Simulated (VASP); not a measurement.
# AlCo (Pm-3m) in VASP: further runs, part 2 of 2

VASP 6.6.1. The steps go on from the part before.

**4. Elastic constants, PBEsol**

This run uses another cell than the first one, of 11.25 Å³/atom.

The input, INCAR:

```
ALGO     = Normal         # electronic algorithm
EDIFF    = 1E-8           # SCF threshold, eV
ENCUT    = 600            # plane-wave cutoff, eV
GGA      = PS             # functional
IBRION   = 6              # ionic algorithm
ISIF     = 3              # what is computed and relaxed
ISMEAR   = -1             # smearing method
LASPH    = True           # aspherical terms in the spheres
LCHARG   = False          # write CHGCAR
LREAL    = False          # projectors in reciprocal space
LWAVE    = False          # write WAVECAR
NELM     = 100            # most SCF steps
NFREE    = 2            
NSW      = 1              # ionic steps
POTIM    = 0.015          # step
PREC     = Accurate       # precision mode
SIGMA    = 0.1            # smearing width, eV
```

The input, KPOINTS:

```
k-points
0
Gamma
  16 16 16
```

The input, POSCAR:

```
AlCo
1.0
    2.8234231446      0.0000000000      0.0000000000
    0.0000000000      2.8234231446      0.0000000000
    0.0000000000      0.0000000000      2.8234231446
Al Co
1 1
Direct
    0.0000000000      0.0000000000      0.0000000000
    0.5000000000      0.5000000000      0.5000000000
```

Potentials or basis: VASP PAW PBE potentials, release 64 (Al, Co).

Run with:

```sh
> cat potpaw_PBE.64/Al/POTCAR potpaw_PBE.64/Co/POTCAR > POTCAR
> mpirun -np 1 vasp_std > vasp.out
```

OUTCAR:

```text
EDIFF = 1E-8
   ENCUT = 600
   GGA = PS
   IBRION = 6
   ISIF = 3
   ISMEAR = -1
   LASPH = True
   LREAL = False
   NELM = 100
   NFREE = 2
   NSW = 1
   POTIM = 0.015
   PREC = Accurate

 ion  position               nearest neighbor table
   1  0.000  0.000  0.000-   2 2.45   2 2.45   2 2.45   2 2.45   2 2.45   2 2.45   2 2.45   2 2.45

   2  0.500  0.500  0.500-   1 2.45   1 2.45   1 2.45   1 2.45   1 2.45   1 2.45   1 2.45   1 2.45

  LATTYP: Found a simple cubic cell.
 ALAT       =     2.8234231446

  Lattice vectors:

 A1 = (   2.8234231446,   0.0000000000,   0.0000000000)
 A2 = (   0.0000000000,   2.8234231446,   0.0000000000)
 A3 = (   0.0000000000,   0.0000000000,   2.8234231446)

Analysis of symmetry for initial positions (statically):
=====================================================================
 Subroutine PRICEL returns:
 Original cell was already a primitive cell.

 Routine SETGRP: Setting up the symmetry group for a
 simple cubic supercell.

 Subroutine GETGRP returns: Found 48 space group operations
 (whereof 48 operations were pure point group operations)
 out of a pool of 48 trial point group operations.

The static configuration has the point symmetry O_h .

Analysis of symmetry for dynamics (positions and initial velocities):
=====================================================================
 Subroutine PRICEL returns:
 Original cell was already a primitive cell.

 Routine SETGRP: Setting up the symmetry group for a
 simple cubic supercell.

 Subroutine GETGRP returns: Found 48 space group operations
 (whereof 48 operations were pure point group operations)
 out of a pool of 48 trial point group operations.

The dynamic configuration has the point symmetry O_h .

 Subroutine INISYM returns: Found 48 space group operations
 (whereof 48 operations are pure point group operations),
 and found     1 'primitive' translations

----------------------------------------------------------------------------------------

                                     Primitive cell

  volume of cell :      22.5075

  direct lattice vectors                    reciprocal lattice vectors
     2.823423145  0.000000000  0.000000000     0.354179997  0.000000000  0.000000000
     0.000000000  2.823423145  0.000000000     0.000000000  0.354179997  0.000000000
     0.000000000  0.000000000  2.823423145     0.000000000  0.000000000  0.354179997

  length of vectors
     2.823423145  2.823423145  2.823423145     0.354179997  0.354179997  0.354179997

  position of ions in fractional coordinates (direct lattice)
     0.000000000  0.000000000  0.000000000
     0.500000000  0.500000000  0.500000000

  ion indices of the primitive-cell ions
[... 305 lines left out ...]

 number of electron      11.9999997 magnetization

 Free energy of the ion-electron system (eV)
  ---------------------------------------------------
  ext. energy  EPLUGINS =         0.00000000
  ---------------------------------------------------
  free energy    TOTEN  =       -13.09417276 eV

  energy without entropy =      -13.06591662  energy(sigma->0) =      -13.08004469

 E-fermi :  10.7769     XC(G=0): -12.5223

 val. band max:       10.7585690446   @ k =   0.5000   0.3750   0.0000
 cond. band min:      10.7818189397   @ k =   0.3750   0.4375   0.3750
 fundamental gap:      0.0232498951
 Fermi energy:        10.7768666408

 k-point     1 :       0.0000    0.0000    0.0000
  band No.  band energies     occupation
      1      -0.4330      2.00000
      2       7.7153      2.00000
      3       7.7156      2.00000
      4       9.9759      1.99934
      5       9.9762      1.99933
      6       9.9762      1.99933
      7      16.9314      0.00000
      8      16.9315      0.00000
      9      16.9315      0.00000
     10      19.6968      0.00000
[... 287 lines left out ...]
 k-point    24 :       0.5000    0.1250    0.0000
  band No.  band energies     occupation
      1       4.1280      2.00000
      2       4.3490      2.00000
      3       8.3999      2.00000
      4       8.9538      2.00000
      5       9.0950      2.00000
      6       9.9599      1.99943
      7      10.9938      0.20514
      8      18.3113      0.00000
      9      19.5400      0.00000
     10      22.0573      0.00000

 [... further k-points ...]

------------------------ aborting loop because EDIFF is reached ----------------------------------------

  FORCE on cell =-STRESS in cart. coord.  units (eV):
  Direction    XX          YY          ZZ          XY          YZ          ZX
  --------------------------------------------------------------------------------------
  -------------------------------------------------------------------------------------
  Total        0.0096523      0.0117383      0.0117383      0.0000000      0.0000000     -0.0000000
  in kB        0.6870875      0.8355781      0.8355781      0.0000000      0.0000000     -0.0000000
  external PRESSURE =       0.7860812 kB  Pullay stress =       0.0000000 kB
[... 17 lines left out ...]
  FREE ENERGIE OF THE ION-ELECTRON SYSTEM (eV)
  ---------------------------------------------------
  free  energy   TOTEN  =       -13.0941727564 eV

  energy  without entropy=      -13.0659166182  energy(sigma->0) =      -13.08004469

 INTERNAL STRAIN TENSORS FROM STRAINED CELLS
 ============================================

 INTERNAL STRAIN TENSOR FOR ION    1 for displacements in x,y,z  (eV/Angst):
          X           Y           Z          XY          YZ          ZX
  --------------------------------------------------------------------------------
  x     0.00000     0.00000     0.00000     0.00000     0.00000     0.00000
  y     0.00000     0.00000     0.00000     0.00000     0.00000     0.00000
  z     0.00000     0.00000     0.00000     0.00000     0.00000     0.00000

 INTERNAL STRAIN TENSORS FROM DISPLACED ATOMS
 ============================================

 INTERNAL STRAIN TENSOR FOR ION    1 for displacements in x,y,z  (eV/Angst):
          X           Y           Z          XY          YZ          ZX
  --------------------------------------------------------------------------------
  x     0.00000     0.00000     0.00000     0.00000     0.00000     0.00000
  y     0.00000     0.00000     0.00000     0.00000     0.00000     0.00000
  z     0.00000     0.00000     0.00000     0.00000     0.00000     0.00000

 INTERNAL STRAIN TENSOR FOR ION    2 for displacements in x,y,z  (eV/Angst):
          X           Y           Z          XY          YZ          ZX
  --------------------------------------------------------------------------------
  x     0.00000     0.00000     0.00000     0.00000     0.00000     0.00000
  y     0.00000     0.00000     0.00000     0.00000     0.00000     0.00000
  z     0.00000     0.00000     0.00000     0.00000     0.00000     0.00000

 Eigenvectors and eigenvalues of the dynamical matrix
 ----------------------------------------------------

   1 f  =   10.210400 THz    64.153834 2PiTHz  340.582280 cm-1    42.226802 meV
             X         Y         Z           dx          dy          dz
      0.000000  0.000000  0.000000     0.176831    0.809130    0.000000
      1.411712  1.411712  1.411712    -0.119647   -0.547471   -0.000000
[... 21 lines left out ...]
   6 f/i=    0.000071 THz     0.000446 2PiTHz    0.002368 cm-1     0.000294 meV
             X         Y         Z           dx          dy          dz
      0.000000  0.000000  0.000000     0.558779    0.026331   -0.033355
      1.411712  1.411712  1.411712     0.825842    0.038916   -0.049297

--------------------------------------------------------------------------------------------------------

 ELASTIC MODULI CONTR FROM IONIC RELAXATION (kBar)
 Direction    XX          YY          ZZ          XY          YZ          ZX
 --------------------------------------------------------------------------------
 XX           0.0000      0.0000      0.0000      0.0000      0.0000      0.0000
 YY           0.0000      0.0000      0.0000      0.0000      0.0000      0.0000
 ZZ           0.0000      0.0000      0.0000      0.0000      0.0000      0.0000
 XY           0.0000      0.0000      0.0000      0.0000      0.0000      0.0000
 YZ           0.0000      0.0000      0.0000      0.0000      0.0000      0.0000
 ZX           0.0000      0.0000      0.0000      0.0000      0.0000      0.0000
 --------------------------------------------------------------------------------

 TOTAL ELASTIC MODULI (kBar)
 Direction    XX          YY          ZZ          XY          YZ          ZX
 --------------------------------------------------------------------------------
 XX        3041.2513   1375.0878   1375.0878      0.0000      0.0000      0.0000
 YY        1375.0878   3041.2513   1375.0878     -0.0000      0.0000      0.0000
 ZZ        1375.0878   1375.0878   3041.2513      0.0000      0.0000     -0.0000
 XY           0.0000     -0.0000      0.0000   1517.0831      0.0000      0.0000
 YZ           0.0000      0.0000      0.0000      0.0000   1517.0831      0.0000
 ZX           0.0000      0.0000     -0.0000      0.0000      0.0000   1517.0831
 --------------------------------------------------------------------------------
```

Wall time 16 min (1 thread of Intel Xeon Platinum 8488C (Sapphire Rapids), shared host); peak memory 0.7 GiB.

What came out:

* Elastic constants C11, C12, C44: 304, 138, 152 GPa
* Voigt bulk modulus: 193 GPa
* Highest phonon frequency at Γ: 341 cm⁻¹

Phonon frequencies in cm⁻¹ (negative: imaginary):
| q point | frequencies |
| --- | --- |
| (0.000, 0.000, 0.000) | 0 0 0 341 341 341 |

Elastic tensor in Voigt notation (GPa, in the Cartesian axes of the cell as first typed):
```
304 138 138   0   0   0
138 304 138   0   0   0
138 138 304   0   0   0
  0   0   0 152   0   0
  0   0   0   0 152   0
  0   0   0   0   0 152
```

Clamped-ion elastic tensor (GPa):
```
304 138 138   0   0   0
138 304 138   0   0   0
138 138 304   0   0   0
  0   0   0 152   0   0
  0   0   0   0 152   0
  0   0   0   0   0 152
```

Caveat: the PAW data sets were made with another functional, which shifts forces and pressure a little; the run has no spin polarisation, though such a crystal can be magnetic.
